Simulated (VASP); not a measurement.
# W (Fm-3m) in VASP: a series of runs

Runs on W. Level: PBEsol. Tasks: single point.

All numbers are computed with VASP 6.6.1; they aren't measurements. Logs are shortened: lines on timing, memory, paths and dates and some standing lists are left out, and cuts for length are marked.

## 1. The cell of the first run

Symmetry: Fm-3m, No. 225, cubic system. The conventional cell has a = 4.113 Å, b = 4.113 Å, c = 4.113 Å, α = 90.00°, β = 90.00°, γ = 90.00°. Within 3.8 Å of W (site symmetry m-3m) lie 12 W at 2.91 Å.

## 2. Single point, PBEsol

INCAR reads:

```
  PREC = Accurate
  ENCUT = 520
  EDIFF = 1E-6
  ISMEAR = -1
  SIGMA = 0.1
  LREAL = False
  LASPH = True
  NELM = 100
  ALGO = Normal
  ISIF = 2
  LWAVE = False
  LCHARG = False
  GGA = PS
  NBANDS = 13
```

KPOINTS reads:

```
Automatic mesh
0
Gamma
  12 12 12
```

POSCAR reads:

```
W
1.0
    0.0000000000      2.0567135898      2.0567135898
    2.0567135898      0.0000000000      2.0567135898
    2.0567135898      2.0567135898      0.0000000000
W
1
Direct
    0.0000000000      0.0000000000      0.0000000000
```

Potentials or basis: VASP PAW PBE potentials, release 64 (W_sv).

On the command line:

```sh
> cat potpaw_PBE.64/W_sv/POTCAR > POTCAR
> mpirun -np 1 vasp_std > vasp.out
```

OUTCAR:

```text
PREC = Accurate
   ENCUT = 520
   EDIFF = 1E-6
   ISMEAR = -1
   LREAL = False
   LASPH = True
   NELM = 100
   ISIF = 2
   GGA = PS

 ion  position               nearest neighbor table
   1  0.000  0.000  0.000-

  LATTYP: Found a face centered cubic cell.
 ALAT       =     4.1134271796

  Lattice vectors:

 A1 = (   0.0000000000,   2.0567135898,   2.0567135898)
 A2 = (   2.0567135898,   0.0000000000,   2.0567135898)
 A3 = (   2.0567135898,   2.0567135898,   0.0000000000)

Analysis of symmetry for initial positions (statically):
=====================================================================
 Subroutine PRICEL returns:
 Original cell was already a primitive cell.

 Routine SETGRP: Setting up the symmetry group for a
 face centered cubic supercell.

 Subroutine GETGRP returns: Found 48 space group operations
 (whereof 48 operations were pure point group operations)
 out of a pool of 48 trial point group operations.

The static configuration has the point symmetry O_h .

Analysis of symmetry for dynamics (positions and initial velocities):
=====================================================================
 Subroutine PRICEL returns:
 Original cell was already a primitive cell.

 Routine SETGRP: Setting up the symmetry group for a
 face centered cubic supercell.

 Subroutine GETGRP returns: Found 48 space group operations
 (whereof 48 operations were pure point group operations)
 out of a pool of 48 trial point group operations.

The dynamic configuration has the point symmetry O_h .

 Subroutine INISYM returns: Found 48 space group operations
 (whereof 48 operations are pure point group operations),
 and found     1 'primitive' translations

----------------------------------------------------------------------------------------

                                     Primitive cell

  volume of cell :      17.4001

  direct lattice vectors                    reciprocal lattice vectors
     0.000000000  2.056713590  2.056713590    -0.243106285  0.243106285  0.243106285
     2.056713590  0.000000000  2.056713590     0.243106285 -0.243106285  0.243106285
     2.056713590  2.056713590  0.000000000     0.243106285  0.243106285 -0.243106285

  length of vectors
     2.908632253  2.908632253  2.908632253     0.421072437  0.421072437  0.421072437

  position of ions in fractional coordinates (direct lattice)
     0.000000000  0.000000000  0.000000000

  ion indices of the primitive-cell ions
   primitive index   ion index
                 1           1

----------------------------------------------------------------------------------------

 KPOINTS: Automatic mesh

Automatic generation of k-mesh.
 Grid dimensions read from file:
 generate k-points for:   12   12   12

 Generating k-lattice:

  Cartesian coordinates                     Fractional coordinates (reciprocal lattice)
    -0.020258857  0.020258857  0.020258857     0.083333333  0.000000000  0.000000000
     0.020258857 -0.020258857  0.020258857     0.000000000  0.083333333  0.000000000
     0.020258857  0.020258857 -0.020258857     0.000000000  0.000000000  0.083333333

  Length of vectors
     0.035089370  0.035089370  0.035089370

  Shift w.r.t. Gamma in fractional coordinates (k-lattice)
     0.000000000  0.000000000  0.000000000

 Subroutine IBZKPT returns following result:
 ===========================================

 Found     72 irreducible k-points:

 Following reciprocal coordinates:
            Coordinates               Weight
  0.000000  0.000000  0.000000      1.000000
  0.083333  0.000000  0.000000      8.000000
  0.166667  0.000000  0.000000      8.000000
  0.250000  0.000000  0.000000      8.000000
  0.333333  0.000000  0.000000      8.000000
  0.416667  0.000000  0.000000      8.000000
[... 16 lines left out ...]
  0.500000  0.166667  0.000000     24.000000
 -0.416667  0.166667  0.000000     24.000000
 [... further k-points ...]
   k-points           NKPTS =     72   k-points in BZ     NKDIM =     72   number of bands    NBANDS=     13
   number of dos      NEDOS =    301   number of ions     NIONS =      1
   total plane-waves  NPLWV =  13824
   dimension x,y,z NGX =    24 NGY =   24 NGZ =   24
   dimension x,y,z NGXF=    48 NGYF=   48 NGZF=   48
   ions per type =               1
   NGX,Y,Z   is equivalent  to a cutoff of  13.72, 13.72, 13.72 a.u.
   NGXF,Y,Z  is equivalent  to a cutoff of  27.43, 27.43, 27.43 a.u.
 SYSTEM =  unknown system
   PREC   = accura    normal or accurate (medium, high low for compatibility)
   ISTART =      0    job   : 0-new  1-cont  2-samecut
   ICHARG =      2    charge: 1-file 2-atom 10-const
   ISPIN  =      1    spin polarized calculation?
   LNONCOLLINEAR =      F non collinear calculations
   LSORBIT =      F    spin-orbit coupling
   LASPH  =      T    aspherical Exc in radial PAW
   ENCUT  =  520.0 eV  38.22 Ry    6.18 a.u.   5.41  5.41  5.41*2*pi/ulx,y,z
   NELM   =    100;   NELMIN=  2; NELMDL= -5     # of ELM steps
   EDIFF  = 0.1E-05   stopping-criterion for ELM
   LREAL  =      F    real-space projection
   EDIFFG = 0.1E-04   stopping-criterion for IOM
   NSW    =      0    number of steps for IOM
   IBRION =     -1    ionic relax: 0-MD 1-quasi-New 2-CG
   NFREE  =      0    steps in history (QN), initial steepest desc. (CG)
   ISIF   =      2    stress and relaxation
   ISYM   =      2    0-nonsym 1-usesym 2-fastsym
   POTIM  = 0.5000    time-step for ionic-motion
   TEBEG  =    0.0;   TEEND  =   0.0 temperature during run
   PSTRESS=    0.0 pullay stress
   NELECT =      14.0000    total number of electrons
   NUPDOWN=      -1.0000    fix difference up-down
   EMIN   =  10.00;   EMAX   =-10.00  energy-range for DOS
   EFERMI =   0.00;   METHOD = LEGACY
   ISMEAR =    -1;   SIGMA  =   0.10  broadening in eV -4-tet -1-fermi 0-gaus
   EFERMI_NEDOS =   21; number of points for ismear=-14 and -15
   IALGO  =     38    algorithm
   IMIX   =      4    mixing-type and parameters
     AMIX     =   0.40;   BMIX     =  1.00
     AMIX_MAG =   1.60;   BMIX_MAG =  1.00
  volume/ion in A,a.u.               =      17.40       117.42
  Fermi-wavevector in a.u.,A,eV,Ry     =   1.522651  2.877393 31.544644  2.318466
  Thomas-Fermi vector in A             =   2.631201
   LORBIT       =      0    0 simple, 1 ext, 2 COOP (PROOUT), +10 PAW based schemes
   GGA     = PS    functional components
   LHFCALC =     F    Hartree Fock is set to
   AEXX    =    0.0000 exact exchange contribution
   IVDW    =     0    specifies the selected vdW correction
   LEPSILON=     F    determine dielectric tensor
   LRPA    =     F    only Hartree local field effects (RPA)
 non-spin polarized calculation
  energy-cutoff  :      520.00
  volume of cell :       17.40
 maximum number of plane-waves:       487
 NGX is ok and might be reduce to    24
   NGX = 11   NGY = 11   NGZ = 11

 number of electron      13.9999999 magnetization

 Free energy of the ion-electron system (eV)
  ---------------------------------------------------
  ext. energy  EPLUGINS =         0.00000000
  ---------------------------------------------------
  free energy    TOTEN  =       -13.23205030 eV

  energy without entropy =      -13.18753608  energy(sigma->0) =      -13.20979319

 E-fermi :   9.5724     XC(G=0): -13.2316

 val. band max:        9.5495561178   @ k =   0.2500   0.1667   0.0833
 cond. band min:       9.5821517989   @ k =  -0.2500   0.0833   0.0000
 fundamental gap:      0.0325956811
 Fermi energy:         9.5724174287

 k-point     1 :       0.0000    0.0000    0.0000
  band No.  band energies     occupation
      1     -64.2052      2.00000
      2     -27.8984      2.00000
      3     -27.8984      2.00000
      4     -27.8984      2.00000
      5       0.8390      2.00000
      6       9.0433      1.98998
      7       9.0433      1.98998
      8       9.0433      1.98998
      9      11.9066      0.00000
     10      11.9066      0.00000
     11      22.2819      0.00000
     12      27.1784      0.00000
     13      27.1784      0.00000

 k-point     2 :       0.0833    0.0000    0.0000
  band No.  band energies     occupation
      1     -64.1999      2.00000
      2     -27.9653      2.00000
      3     -27.9072      2.00000
      4     -27.9072      2.00000
      5       1.1222      2.00000
      6       8.8338      1.99876
      7       9.1719      1.96421
      8       9.1719      1.96421
      9      11.7974      0.00000
     10      11.7974      0.00000
     11      22.8374      0.00000
     12      26.0295      0.00000
     13      27.7045      0.00000

 k-point     3 :       0.1667    0.0000    0.0000
  band No.  band energies     occupation
      1     -64.1850      2.00000
      2     -28.1449      2.00000
      3     -27.9309      2.00000
      4     -27.9309      2.00000
      5       1.9059      2.00000
      6       8.3817      1.99999
      7       9.4284      1.61698
      8       9.4284      1.61698
      9      11.6703      0.00000
     10      11.6703      0.00000
     11      23.7130      0.00000
     12      24.7796      0.00000
     13      29.1749      0.00000
[... 305 lines left out ...]
 k-point    23 :       0.5000    0.1667    0.0000
  band No.  band energies     occupation
      1     -64.1171      2.00000
      2     -28.7467      2.00000
      3     -28.1692      2.00000
      4     -28.0812      2.00000
      5       5.0904      2.00000
      6       7.6599      2.00000
      7       8.8606      1.99838
      8       9.7759      0.23117
      9      14.2806      0.00000
     10      15.2845      0.00000
     11      18.6951      0.00000
     12      23.9662      0.00000
     13      26.7786      0.00000

 k-point    24 :      -0.4167    0.1667    0.0000
  band No.  band energies     occupation
      1     -64.1158      2.00000
      2     -28.7549      2.00000
      3     -28.2005      2.00000
      4     -28.0617      2.00000
      5       5.1749      2.00000
      6       7.7412      2.00000
      7       9.0542      1.98884
      8       9.6552      0.60832
      9      13.6496      0.00000
     10      15.8535      0.00000
     11      18.6209      0.00000
     12      23.9545      0.00000
     13      26.3344      0.00000

 [... further k-points ...]
[... 5 lines left out ...]
  --------------------------------------------------------------------------------------
  -------------------------------------------------------------------------------------
  Total       -2.3181174     -2.3181174     -2.3181174      0.0000000      0.0000000      0.0000000
  in kB     -213.4492109   -213.4492109   -213.4492109      0.0000000      0.0000000      0.0000000
  external PRESSURE =    -213.4492109 kB  Pullay stress =       0.0000000 kB

 VOLUME and BASIS-vectors are now :
 -----------------------------------------------------------------------------
  energy-cutoff  :      520.00
  volume of cell :       17.40
      direct lattice vectors                 reciprocal lattice vectors
     0.000000000  2.056713590  2.056713590    -0.243106285  0.243106285  0.243106285
     2.056713590  0.000000000  2.056713590     0.243106285 -0.243106285  0.243106285
     2.056713590  2.056713590  0.000000000     0.243106285  0.243106285 -0.243106285

 POSITION                                       TOTAL-FORCE (eV/Angst)
 -----------------------------------------------------------------------------------
      0.00000      0.00000      0.00000        -0.000000      0.000000      0.000000
 -----------------------------------------------------------------------------------
    total drift:                               -0.000000      0.000000      0.000000

  FREE ENERGIE OF THE ION-ELECTRON SYSTEM (eV)
  ---------------------------------------------------
  free  energy   TOTEN  =       -13.2320502994 eV

  energy  without entropy=      -13.1875360844  energy(sigma->0) =      -13.20979319
```

It took 7.7 s on 1 thread of Intel Xeon Platinum 8488C (Sapphire Rapids), shared host; peak memory 0.15 GiB.

Results:

```
Free energy            : -13.2321 eV
Pressure               : -21.3 GPa
Band gap on the k mesh : zero (band 7 reaches 12.30 eV, above the bottom of band 8 at 9.04 eV)
```

Levels at points of the mesh, in eV from the Fermi level:
```
           k point  band 5  band 6  band 7  band 8  band 9  band 10
(0.00, 0.00, 0.00)   -8.73   -0.53   -0.53   -0.53    2.33     2.33
(0.50, 0.00, 0.00)   -5.34   -0.73   -0.73    0.46    4.62     4.62
(0.50, 0.50, 0.00)   -5.14   -4.20    2.73    4.57    5.29     5.29
```

Caveat: the PAW data sets were made with another functional, which shifts forces and pressure a little; spin-orbit coupling is left out, which moves the levels of the heavy elements.

## 3. Single point, PBEsol

This run uses another cell than the first one, of 17.90 Å³/atom, 1.029 times its volume.

INCAR reads:

```
SYSTEM = W
PREC = Accurate
ENCUT = 520
EDIFF = 1E-6
ISMEAR = -1
SIGMA = 0.1
LREAL = .FALSE.
LASPH = .TRUE.
NELM = 100
ALGO = Normal
ISIF = 2
LWAVE = .FALSE.
LCHARG = .FALSE.
GGA = PS
NBANDS = 13
```

KPOINTS reads:

```
regular mesh
0
G
  12 12 12
  0 0 0
```

POSCAR reads:

```
W
1.0
    0.0000000000      2.0763025172      2.0763025172
    2.0763025172      0.0000000000      2.0763025172
    2.0763025172      2.0763025172      0.0000000000
W
1
Direct
    0.0000000000      0.0000000000      0.0000000000
```

Potentials or basis: VASP PAW PBE potentials, release 64 (W_sv).

On the command line:

```sh
> cat potpaw_PBE.64/W_sv/POTCAR > POTCAR
> mpirun -np 1 vasp_std > vasp.out
```

Wall time 7.5 s (1 thread of Intel Xeon Platinum 8488C (Sapphire Rapids), shared host); peak memory 0.15 GiB.

Results (log left out):

* Free energy: -13.1565 eV
* Pressure: -26.9 GPa
* Band gap on the k mesh: zero (band 7 reaches 11.80 eV, above the bottom of band 8 at 8.70 eV)

Levels at points of the mesh, in eV from the Fermi level:
```
           k point  band 5  band 6  band 7  band 8  band 9  band 10
(0.00, 0.00, 0.00)   -8.58   -0.50   -0.50   -0.50    2.24     2.24
(0.50, 0.00, 0.00)   -5.19   -0.69   -0.69    0.40    4.43     4.43
(0.50, 0.50, 0.00)   -4.95   -4.04    2.60    4.38    5.07     5.07
```

Caveat: the PAW data sets were made with another functional, which shifts forces and pressure a little; spin-orbit coupling is left out, which moves the levels of the heavy elements.
